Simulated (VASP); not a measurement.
A run of VASP 6.6.1 is set up as follows.

The input POSCAR:

```
Te
1.0
    4.4540000000      0.0000000000      0.0000000000
   -2.2270000000      3.8572771485      0.0000000000
    0.0000000000      0.0000000000      5.9240000000
Te
3
Direct
    0.7310000000      0.7310000000      0.0000000000
    0.0000000000      0.2690000000      0.6666666667
    0.2690000000      0.0000000000      0.3333333333
```

INCAR.step1

```
PREC     = Accurate       # precision mode
ENCUT    = 520            # plane-wave cutoff, eV
EDIFF    = 1E-5           # SCF threshold, eV
ISMEAR   = -1             # smearing method
SIGMA    = 0.05           # smearing width, eV
LREAL    = F              # projectors in reciprocal space
LASPH    = T              # aspherical terms in the spheres
NELM     = 100            # most SCF steps
ALGO     = Normal         # electronic algorithm
ISIF     = 2              # what is computed and relaxed
LWAVE    = T              # write WAVECAR
LCHARG   = F              # write CHGCAR
GGA      = PE             # functional
NBANDS   = 16             # bands
```

File INCAR.step2:

```
PREC     = Accurate       # precision mode
ENCUT    = 520            # plane-wave cutoff, eV
EDIFF    = 1E-7           # SCF threshold, eV
ISMEAR   = -1             # smearing method
SIGMA    = 0.05           # smearing width, eV
LREAL    = F              # projectors in reciprocal space
LASPH    = T              # aspherical terms in the spheres
NELM     = 100            # most SCF steps
ALGO     = Normal         # electronic algorithm
ISIF     = 2              # what is computed and relaxed
LWAVE    = F              # write WAVECAR
LCHARG   = F              # write CHGCAR
GGA      = PE             # functional
LHFCALC  = T              # exact exchange
AEXX     = 0.25           # exact-exchange fraction
HFSCREEN = 0.6            # screening, 1/A
PRECFOCK = Normal       
ISTART   = 1            
NBANDS   = 16             # bands
```

KPOINTS

```
Automatic mesh
0
Gamma
  4 4 3
```

Potentials or basis: VASP PAW PBE potentials, release 64 (Te).

Command:

```bash
$ cat potpaw_PBE.64/Te/POTCAR > POTCAR
$ cp INCAR.step1 INCAR
$ mpirun -np 1 vasp_std > vasp.out
$ cp INCAR.step2 INCAR
$ mpirun -np 1 vasp_std > vasp.out
```

Question: Predict the pressure.

Answer: 0.3 GPa.

Question: What does it give for the largest force?

Answer: 0.057 eV/Å.

Forces in eV/Å, atoms in the order of the input:
```
Te   0.029  0.050  0.000
Te   0.029 -0.050  0.000
Te  -0.057  0.000  0.000
```

Caveat: the PAW data sets were made with another functional, which shifts forces and pressure a little.
